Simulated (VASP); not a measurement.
Input of a VASP 6.6.1 run:

Contents of INCAR:

```
PREC = Accurate
ENCUT = 520
EDIFF = 1E-6
ISMEAR = 0
SIGMA = 0.1
LREAL = F
LASPH = T
NELM = 60
ALGO = Fast
ISIF = 2
LWAVE = F
LCHARG = F
GGA = PE
NBANDS = 24
```

File KPOINTS:

```
regular mesh
0
Gamma
  10 10 10
```

The input POSCAR:

```
AlNi3
1.0
    0.0091803197      2.8086990902      2.8014686452
    2.8035150590      0.0061289969      2.8045199680
    2.8105818206      2.8188171747     -0.0009377647
Al Ni
1 3
Direct
    0.5179937806      0.4754529908      0.4812022906
    0.2347094222      0.2129657574      0.2359009799
    0.0527018359     -0.0376585175      0.0301498793
    0.7728995969      0.7206613382      0.8016672262
```

Potentials or basis: VASP PAW PBE potentials, release 64 (Al, Ni).

Launch:

```console
$ cat potpaw_PBE.64/Al/POTCAR potpaw_PBE.64/Ni/POTCAR > POTCAR
$ mpirun -np 1 vasp_std > vasp.out
```

(1) What does it give for the largest force?

(2) Estimate the pressure.

(3) Predict the band gap on the k mesh.

Answers

(1) 3.844 eV/Å.

(2) 15.7 GPa.

(3) zero (an odd number of electrons rules out a gap without spin polarisation).

Caveat: the cell differs from its parent crystal (atoms moved at random and the cell strained at random); the cell stands under pressure; forces of over 1 eV/Å act on the atoms, so gaps and moduli don't describe the material at rest.
